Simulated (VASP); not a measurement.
# LiMg12 (a cell with a defect) in VASP: single point with PBE

Aim: the single point of LiMg12 (a cell with a defect) with PBE.

All numbers are computed with VASP 6.6.1; they aren't measurements. Logs are shortened: lines on timing, memory, paths and dates and some standing lists are left out, and cuts for length are marked.

## 1. The cell of the first run

The cell holds a defect, 13 atoms: a = 6.420 Å, b = 9.630 Å, c = 5.213 Å, α = 90.00°, β = 90.00°, γ = 120.00°.

## 2. Single point, PBE

INCAR

```
SYSTEM = LiMg12
PREC = Accurate
ENCUT = 520
EDIFF = 1E-7
ISMEAR = 0
SIGMA = 0.05
LREAL = .FALSE.
LASPH = .TRUE.
NELM = 100
ALGO = Normal
ISIF = 2
LWAVE = .FALSE.
LCHARG = .FALSE.
GGA = PE
NBANDS = 26
```

KPOINTS

```
Automatic mesh
0
G
  4 3 4
  0 0 0
```

POSCAR

```
LiMg12
1.0
    6.4200000000      0.0000000000      0.0000000000
   -4.8150000000      8.3398250000      0.0000000000
    0.0000000000      0.0000000000      5.2130400000
Mg Li
12 1
Direct
   -0.0323610657     -0.0314934666     -0.0060730399
    0.1834376389      0.2373083368      0.5799159416
    0.0042643766      0.3348744128      0.0320258429
    0.1685176822      0.5589691630      0.4845587220
    0.1016033060      0.7085003582     -0.0066354757
    0.1823350912      0.9094243584      0.4904855900
    0.5343051542      0.0142222409     -0.0181796035
    0.6867845490      0.2172190663      0.5047908706
    0.4094069746      0.2645312102      0.1004695916
    0.6966923958      0.5824421975      0.3844530255
    0.5104464753      0.6417344489     -0.0773379832
    0.6552637776      0.8860432923      0.4760828614
    0.7353187559      0.4564937514     -0.1902337216
```

Potentials or basis: VASP PAW PBE potentials, release 64 (Mg, Li_sv).

Run with:

```sh
> cat potpaw_PBE.64/Mg/POTCAR potpaw_PBE.64/Li_sv/POTCAR > POTCAR
> mpirun -np 1 vasp_std > vasp.out
```

OUTCAR:

```text
SYSTEM = LiMg12
   PREC = Accurate
   ENCUT = 520
   EDIFF = 1E-7
   ISMEAR = 0
   LREAL = .FALSE.
   LASPH = .TRUE.
   NELM = 100
   ISIF = 2
   GGA = PE

 ion  position               nearest neighbor table
   1  0.968  0.969  0.994-   9 2.90   7 3.03   5 3.03  12 3.06  11 3.07   2 3.11   6 3.12   6 3.15
                            12 3.22   3 3.42   7 3.44
   2  0.183  0.237  0.580-   9 2.84   3 2.97   9 3.03   1 3.11   8 3.12   4 3.19   6 3.19   8 3.36
                             3 3.38  12 3.43  10 3.46
   3  0.004  0.335  0.032-  13 2.78   2 2.97   4 3.01   9 3.02   8 3.03   7 3.06  11 3.16   8 3.27
                             5 3.34   2 3.38   4 3.41   1 3.42   9 3.55
   4  0.169  0.559  0.485-  13 2.97  11 2.99   3 3.01   5 3.07  12 3.14   5 3.15   2 3.19  10 3.19
                             8 3.20  10 3.32   6 3.33   3 3.41  11 3.50
   5  0.102  0.709  0.993-  13 2.57   7 2.87  11 3.02   1 3.03  10 3.04   4 3.07   6 3.12   6 3.14
                             4 3.15   3 3.34  11 3.54
   6  0.182  0.909  0.490-   8 3.11   1 3.12   5 3.12   5 3.14   1 3.15  12 3.16  10 3.18   2 3.19
                             7 3.23  12 3.28   7 3.30   4 3.33   9 3.60
   7  0.534  0.014  0.982-   5 2.87   9 2.96   8 3.01   1 3.03   3 3.06  12 3.12  12 3.17   8 3.21
                             6 3.23   6 3.30   1 3.44  11 3.53
   8  0.687  0.217  0.505-  13 2.69   9 2.94   7 3.01   3 3.03  12 3.10   6 3.11   2 3.12   4 3.20
                             7 3.21   3 3.27   2 3.36  10 3.54
   9  0.409  0.265  0.100-  13 2.49   2 2.84   1 2.90   8 2.94   7 2.96   3 3.02   2 3.03  10 3.05
                            11 3.48   3 3.55   6 3.60
  10  0.697  0.582  0.384-  13 2.60  11 2.87   5 3.04   9 3.05  12 3.10   6 3.18   4 3.19  11 3.21
                             4 3.32   2 3.46   8 3.54
  11  0.510  0.642  0.923-  13 2.86  10 2.87   4 2.99   5 3.02   1 3.07  12 3.10   3 3.16  10 3.21
                             9 3.48   4 3.50   7 3.53   5 3.54  12 3.54
  12  0.655  0.886  0.476-   1 3.06   8 3.10  10 3.10  11 3.10   7 3.12   4 3.14   6 3.16   7 3.17
                             1 3.22   6 3.28   2 3.43  11 3.54
  13  0.735  0.456  0.810-   9 2.49   5 2.57  10 2.60   8 2.69   3 2.78  11 2.86   4 2.97

  LATTYP: Found a simple monoclinic cell.
 ALAT       =     6.4200000000
 B/A-ratio  =     0.8120000000
 C/A-ratio  =     1.3228757108
 COS(beta)  =    -0.1889822286

  Lattice vectors:

 A1 = (   6.4200000000,   0.0000000000,   0.0000000000)
 A2 = (   0.0000000000,   0.0000000000,   5.2130400000)
 A3 = (  -1.6050000000,  -8.3398250000,   0.0000000000)

Analysis of symmetry for initial positions (statically):
=====================================================================
 Subroutine PRICEL returns:
 Original cell was already a primitive cell.

 Routine SETGRP: Setting up the symmetry group for a
 simple monoclinic supercell.

 Subroutine GETGRP returns: Found  1 space group operations
 (whereof  1 operations were pure point group operations)
 out of a pool of  4 trial point group operations.

The static configuration has the point symmetry C_1 .

Analysis of symmetry for dynamics (positions and initial velocities):
=====================================================================
 Subroutine PRICEL returns:
 Original cell was already a primitive cell.

 Routine SETGRP: Setting up the symmetry group for a
 simple monoclinic supercell.

 Subroutine GETGRP returns: Found  1 space group operations
 (whereof  1 operations were pure point group operations)
 out of a pool of  4 trial point group operations.

The dynamic configuration has the point symmetry C_1 .

 Subroutine INISYM returns: Found  1 space group operations
 (whereof  1 operations are pure point group operations),
 and found     1 'primitive' translations

----------------------------------------------------------------------------------------

                                     Primitive cell

  volume of cell :     279.1149

  direct lattice vectors                    reciprocal lattice vectors
     6.420000000  0.000000000  0.000000000     0.155763240  0.089929945  0.000000000
    -4.815000000  8.339825000  0.000000000     0.000000000  0.119906593  0.000000000
     0.000000000  0.000000000  5.213040000     0.000000000  0.000000000  0.191826650

  length of vectors
     6.420000000  9.630000313  5.213040000     0.179859895  0.119906593  0.191826650

[... 44 lines left out ...]
     0.000000000  0.000000000  0.047956663     0.000000000  0.000000000  0.250000000

  Length of vectors
     0.044964974  0.039968864  0.047956663

  Shift w.r.t. Gamma in fractional coordinates (k-lattice)
     0.000000000  0.000000000  0.000000000

 Subroutine IBZKPT returns following result:
 ===========================================

 Found     26 irreducible k-points:

 Following reciprocal coordinates:
            Coordinates               Weight
  0.000000  0.000000  0.000000      1.000000
  0.250000  0.000000  0.000000      2.000000
  0.500000  0.000000  0.000000      1.000000
  0.000000  0.333333  0.000000      2.000000
  0.250000  0.333333  0.000000      2.000000
  0.500000  0.333333  0.000000      2.000000
[... 16 lines left out ...]
  0.000000  0.333333  0.500000      2.000000
  0.250000  0.333333  0.500000      2.000000
 [... further k-points ...]
   k-points           NKPTS =     26   k-points in BZ     NKDIM =     26   number of bands    NBANDS=     26
   number of dos      NEDOS =    301   number of ions     NIONS =     13
   total plane-waves  NPLWV = 138240
   dimension x,y,z NGX =    48 NGY =   72 NGZ =   40
   dimension x,y,z NGXF=    96 NGYF=  144 NGZF=   80
   ions per type =              12   1
   NGX,Y,Z   is equivalent  to a cutoff of  12.43, 12.43, 12.76 a.u.
   NGXF,Y,Z  is equivalent  to a cutoff of  24.86, 24.86, 25.51 a.u.
 SYSTEM =  LiMg12
   PREC   = accura    normal or accurate (medium, high low for compatibility)
   ISTART =      0    job   : 0-new  1-cont  2-samecut
   ICHARG =      2    charge: 1-file 2-atom 10-const
   ISPIN  =      1    spin polarized calculation?
   LNONCOLLINEAR =      F non collinear calculations
   LSORBIT =      F    spin-orbit coupling
   LASPH  =      T    aspherical Exc in radial PAW
   ENCUT  =  520.0 eV  38.22 Ry    6.18 a.u.  11.94 17.91  9.69*2*pi/ulx,y,z
   NELM   =    100;   NELMIN=  2; NELMDL= -5     # of ELM steps
   EDIFF  = 0.1E-06   stopping-criterion for ELM
   LREAL  =      F    real-space projection
   EDIFFG = 0.1E-05   stopping-criterion for IOM
   NSW    =      0    number of steps for IOM
   IBRION =     -1    ionic relax: 0-MD 1-quasi-New 2-CG
   NFREE  =      0    steps in history (QN), initial steepest desc. (CG)
   ISIF   =      2    stress and relaxation
   ISYM   =      2    0-nonsym 1-usesym 2-fastsym
   POTIM  = 0.5000    time-step for ionic-motion
   TEBEG  =    0.0;   TEEND  =   0.0 temperature during run
   PSTRESS=    0.0 pullay stress
   NELECT =      27.0000    total number of electrons
   NUPDOWN=      -1.0000    fix difference up-down
   EMIN   =  10.00;   EMAX   =-10.00  energy-range for DOS
   EFERMI =   0.00;   METHOD = LEGACY
   ISMEAR =     0;   SIGMA  =   0.05  broadening in eV -4-tet -1-fermi 0-gaus
   EFERMI_NEDOS =   21; number of points for ismear=-14 and -15
   IALGO  =     38    algorithm
   IMIX   =      4    mixing-type and parameters
     AMIX     =   0.40;   BMIX     =  1.00
     AMIX_MAG =   1.60;   BMIX_MAG =  1.00
  volume/ion in A,a.u.               =      21.47       144.89
  Fermi-wavevector in a.u.,A,eV,Ry     =   0.751511  1.420149  7.684136  0.564768
  Thomas-Fermi vector in A             =   1.848508
   LORBIT       =      0    0 simple, 1 ext, 2 COOP (PROOUT), +10 PAW based schemes
   GGA     = PE    functional components
   LHFCALC =     F    Hartree Fock is set to
   AEXX    =    0.0000 exact exchange contribution
   IVDW    =     0    specifies the selected vdW correction
   LEPSILON=     F    determine dielectric tensor
   LRPA    =     F    only Hartree local field effects (RPA)
 non-spin polarized calculation
 Gauss-broadening in eV      SIGMA  =   0.05
  energy-cutoff  :      520.00
  volume of cell :      279.11
 maximum number of plane-waves:      7534
   NGX = 23   NGY = 35   NGZ = 19

 number of electron      26.9999999 magnetization

 Free energy of the ion-electron system (eV)
  ---------------------------------------------------
  ext. energy  EPLUGINS =         0.00000000
  ---------------------------------------------------
  free energy    TOTEN  =       -18.80740444 eV

  energy without entropy =      -18.80085748  energy(sigma->0) =      -18.80413096

 E-fermi :   2.7865     XC(G=0):  -8.5754

 val. band max:        2.7770357403   @ k =   0.2500   0.3333   0.5000
 cond. band min:       2.8006797752   @ k =   0.2500   0.0000   0.0000
 fundamental gap:      0.0236440349
 Fermi energy:         2.7865217665

 k-point     1 :       0.0000    0.0000    0.0000
  band No.  band energies     occupation
      1     -43.6362      2.00000
      2      -4.1918      2.00000
      3      -2.1763      2.00000
      4      -1.9665      2.00000
      5      -0.6150      2.00000
      6      -0.4271      2.00000
[... 661 lines left out ...]
     24       7.5774      0.00000
     25       7.7170      0.00000

 [... further k-points ...]

 [bands above 25 left out]

------------------------ aborting loop because EDIFF is reached ----------------------------------------

  FORCE on cell =-STRESS in cart. coord.  units (eV):
  Direction    XX          YY          ZZ          XY          YZ          ZX
  --------------------------------------------------------------------------------------
  -------------------------------------------------------------------------------------
  Total        3.2411673      4.0772600      6.4393160      1.0016791     -0.3947349      0.1929844
  in kB       18.6049712     23.4043166     36.9630072      5.7498452     -2.2658599      1.1077705
  external PRESSURE =      26.3240983 kB  Pullay stress =       0.0000000 kB

 VOLUME and BASIS-vectors are now :
 -----------------------------------------------------------------------------
  energy-cutoff  :      520.00
  volume of cell :      279.11
      direct lattice vectors                 reciprocal lattice vectors
     6.420000000  0.000000000  0.000000000     0.155763240  0.089929945  0.000000000
    -4.815000000  8.339825000  0.000000000     0.000000000  0.119906593  0.000000000
     0.000000000  0.000000000  5.213040000     0.000000000  0.000000000  0.191826650

 POSITION                                       TOTAL-FORCE (eV/Angst)
 -----------------------------------------------------------------------------------
      1.54888      8.07717      5.18138        -0.001329     -0.005881     -0.006566
      0.03503      1.97911      3.02313         0.000976     -0.001026      0.001528
     -1.58504      2.79279      0.16695         0.006066     -0.003530      0.000209
     -1.60955      4.66170      2.52602         0.007778     -0.000487      0.001222
     -2.75914      5.90877      5.17845         0.002046      0.009294     -0.001503
     -3.20829      7.58444      2.55692        -0.001392      0.005780      0.001325
      3.36176      0.11861      5.11827         0.002265     -0.002758     -0.000173
      3.36325      1.81157      2.63150         0.004205      0.001587      0.002776
      1.35467      2.20614      0.52375        -0.007433     -0.011390      0.003876
      1.66831      4.85747      2.00417        -0.007658     -0.002931     -0.005544
      0.18711      5.35195      4.80987        -0.001561      0.011633      0.012330
     -0.05951      7.38945      2.48184        -0.000138     -0.000747     -0.002443
      2.52273      3.80708      4.22134        -0.003826      0.000455     -0.007037
 -----------------------------------------------------------------------------------
    total drift:                                0.000468      0.000428     -0.000099

  FREE ENERGIE OF THE ION-ELECTRON SYSTEM (eV)
  ---------------------------------------------------
  free  energy   TOTEN  =       -18.8074044359 eV

  energy  without entropy=      -18.8008574840  energy(sigma->0) =      -18.80413096
```

It took 3 min on 1 thread of Intel Xeon Platinum 8488C (Sapphire Rapids), shared host; peak memory 0.43 GiB.

Results:

| Item | Value |
| --- | --- |
| Free energy | -18.8074 eV |
| Largest force | 0.017 eV/Å |
| Band gap on the k mesh | zero (an odd number of electrons rules out a gap without spin polarisation) |

Forces on the atoms (eV/Å):
```
Mg  -0.001 -0.006 -0.007
Mg   0.001 -0.001  0.002
Mg   0.006 -0.004  0.000
Mg   0.008  0.000  0.001
Mg   0.002  0.009 -0.002
Mg  -0.001  0.006  0.001
Mg   0.002 -0.003  0.000
Mg   0.004  0.002  0.003
Mg  -0.007 -0.011  0.004
Mg  -0.008 -0.003 -0.006
Mg  -0.002  0.012  0.012
Mg   0.000 -0.001 -0.002
Li  -0.004  0.000 -0.007
```

Levels at points of the mesh, in eV from the Fermi level:
```
           k point  band 9  band 10  band 11  band 12  band 13  band 14  band 15  band 16  band 17  band 18
(0.00, 0.00, 0.00)   -1.72    -1.52    -0.44    -0.23     0.09     0.16     0.39     0.56     1.24     1.47
(0.50, 0.00, 0.00)   -0.76    -0.69    -0.58    -0.47    -0.35    -0.22     0.06     0.13     0.24     0.73
(0.00, 0.00, 0.50)   -2.03    -2.01    -1.81    -1.19    -1.16    -0.83    -0.57     0.87     1.00     1.19
(0.50, 0.00, 0.50)   -3.57    -1.15    -1.01    -0.74    -0.60     0.46     0.52     0.78     0.89     2.04
```

Caveat: the cutoff is under 1.25 times the usual one of these potentials, so pressure, stress and relaxed cells hold a basis-set (Pulay) error.
